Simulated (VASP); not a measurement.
# Hf: relaxation of cell and atoms with LDA

The system is Hf.

```
Hf
1.0
     2.82327    0.00000    0.00000
     0.00000    2.82327    0.00000
     0.00000    0.00000    2.82327
Hf
1
Cartesian
  0.0000 0.0000 0.0000
```

```
Program                : VASP 6.6.1
Task                   : relaxation of cell and atoms
Functional             : LDA
Potentials or basis    : VASP PAW LDA potentials, release 64 (Hf_pv)
Cutoff                 : 600 eV
k mesh                 : 7 × 7 × 7
Occupations            : fermi-dirac, width 0.05 eV
Spin                   : no spin polarisation
Dipole correction      : no
Further INCAR settings : ALGO = Normal; EDIFF = 1e-06; IBRION = 2; EDIFFG = -0.01; NSW = 80; ISIF = 3
```

* Relaxed volume: 22.46 Å³/atom
* Relaxed cell: a = 2.822 Å, b = 2.822 Å, c = 2.822 Å, α = 90.00°, β = 90.00°, γ = 90.00°
* Space group after relaxing (to 0.05 Å): Pm-3m (No. 221)
* Energy gained by relaxing: 0.0 meV/atom
* Ionic steps: 2
* Pressure after relaxing: 0.0 GPa
* Band gap on the k mesh: zero (band 5 reaches 5.02 eV, above the bottom of band 6 at 2.60 eV)

Final structure:
```xyz
1
Lattice="2.8216 0.0000 0.0000 0.0000 2.8216 0.0000 0.0000 0.0000 2.8216" Properties=species:S:1:pos:R:3 pbc="T T T"
Hf    0.0000    0.0000    0.0000
```

Levels at points of the mesh, in eV from the Fermi level:
```
           k point  band 1  band 2  band 3  band 4  band 5  band 6  band 7  band 8  band 9
(0.00, 0.00, 0.00)  -29.41  -29.41  -29.41   -6.58   -1.59   -1.59    7.19    7.19    7.19
```

Wall time 8.5 s on 1 thread of Intel Xeon 8259CL, on a shared host, peak memory 0.13 GiB.

Caveat: spin-orbit coupling is left out, which moves the levels of the heavy elements.
